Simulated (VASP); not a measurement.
The system is P.

```
CELL_PARAMETERS angstrom
1.64774 -5.46504 0.00000
1.64774 5.46504 0.00000
0.00000 0.00000 4.54364
ATOMIC_POSITIONS crystal
P 0.90414 0.09586 0.58882
P 0.09586 0.90414 0.41118
P 0.59586 0.40414 0.08882
P 0.40414 0.59586 0.91118
```

```yaml
Program: VASP 6.6.1
Task: relaxation of cell and atoms
Functional: PBEsol
Potentials_or_basis: VASP PAW PBE potentials, release 64 (P)
Cutoff: 600 eV
k_mesh: 8 × 8 × 6
Occupations: fermi-dirac, width 0.05 eV
Spin: no spin polarisation
```

At the start: pressure -0.7 GPa; volume 20.46 Å³/atom.

**Question.** Where does the relaxation end?

**Answer.** Over 28 steps the energy falls by 19.3 meV/atom and the volume is 17.94 Å³/atom (-12.3 %); space group Cmce (No. 64, to 0.1 Å) before and after.

Step by step:
```csv
step,energy change (eV),largest force (eV/Å),pressure (GPa),volume (Å³)
1,0.0000,0.2759,-0.69,81.83
2,-0.0144,0.1553,-0.45,80.79
3,-0.0176,0.1765,-0.26,80.00
4,-0.0284,0.0887,-0.13,79.04
5,-0.0379,0.1044,0.13,77.34
6,-0.0475,0.0593,-0.09,76.82
7,-0.0641,0.0720,-0.62,75.22
8,-0.0662,0.1203,-0.81,74.50
9,-0.0706,0.0984,-0.15,73.17
10,-0.0713,0.1158,0.21,72.48
11,-0.0738,0.0449,0.05,72.01
12,-0.0744,0.0274,-0.06,71.66
13,-0.0754,0.0477,-0.05,71.40
14,-0.0754,0.0587,-0.04,71.36
15,-0.0760,0.0341,0.12,71.22
16,-0.0762,0.0212,0.32,71.06
17,-0.0766,0.0029,0.15,71.16
18,-0.0767,0.0200,0.02,71.24
19,-0.0767,0.0158,0.02,71.27
20,-0.0768,0.0261,0.02,71.33
21,-0.0769,0.0227,0.03,71.36
22,-0.0770,0.0116,0.08,71.43
23,-0.0770,0.0105,0.18,71.58
24,-0.0770,0.0024,0.12,71.50
25,-0.0771,0.0104,0.03,71.61
26,-0.0771,0.0151,-0.02,71.67
27,-0.0771,0.0102,-0.01,71.71
28,-0.0771,0.0040,-0.01,71.78
```

Final structure:
```
P
1.0
     1.65715   -5.13467    0.00000
     1.65715    5.13467    0.00000
     0.00000    0.00000    4.21771
P
4
Direct
  0.89479 0.10521 0.57383
  0.10521 0.89479 0.42617
  0.60521 0.39479 0.07383
  0.39479 0.60521 0.92617
```

Caveat: the PAW data sets were made with another functional, which shifts forces and pressure a little.
